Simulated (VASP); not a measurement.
**Nb: single point with PBE**

The system is Nb.

```
Nb
1.0
    -1.67233    1.67233    1.64731
     1.67233   -1.67233    1.64731
     1.67233    1.67233   -1.64731
Nb
1
Cartesian
  0.0000 0.0000 0.0000
```

This cell differs from its parent crystal: z stretched by -1 % at fixed volume.

| Property | Result |
| --- | --- |
| Program | VASP 6.6.1 |
| Task | single point |
| Functional | PBE |
| Potentials or basis | VASP PAW PBE potentials, release 64 (Nb_sv) |
| Cutoff | 500 eV |
| k mesh | 14 × 14 × 14 |
| Occupations | fermi-dirac, width 0.05 eV |
| Spin | no spin polarisation |
| Dipole correction | no |
| Further INCAR settings | ALGO = Normal; EDIFF = 1e-06; NBANDS = 12 |

```json
{"Pressure": "-2.7 GPa"}
```

Stress tensor (GPa, compression positive):
```
-3.20  0.00  0.00
 0.00 -3.20  0.00
 0.00  0.00 -1.56
```

Levels at points of the mesh, in eV from the Fermi level:
```
           k point  band 2  band 3  band 4  band 5  band 6  band 7  band 8  band 9  band 10  band 11
(0.00, 0.00, 0.00)  -29.75  -29.75  -29.75   -5.91    0.26    0.42    0.42    3.08     3.31    14.06
(0.50, 0.00, 0.00)  -31.02  -30.16  -29.77   -3.64   -1.66    2.20    3.27    3.93     6.19    11.53
(0.50, 0.50, 0.00)  -31.02  -30.14  -29.76   -3.63   -1.48    2.10    3.07    3.81     6.16    11.58
(0.50, 0.50, 0.50)  -30.63  -30.63  -30.60   -3.61   -3.58    5.42    5.42    5.47     8.76     8.76
```

Wall time 25 s on 1 thread of Intel(R) Xeon(R) Platinum 8375C CPU @ 2.90GHz (Ice Lake) (shared host), peak memory 0.17 GiB.
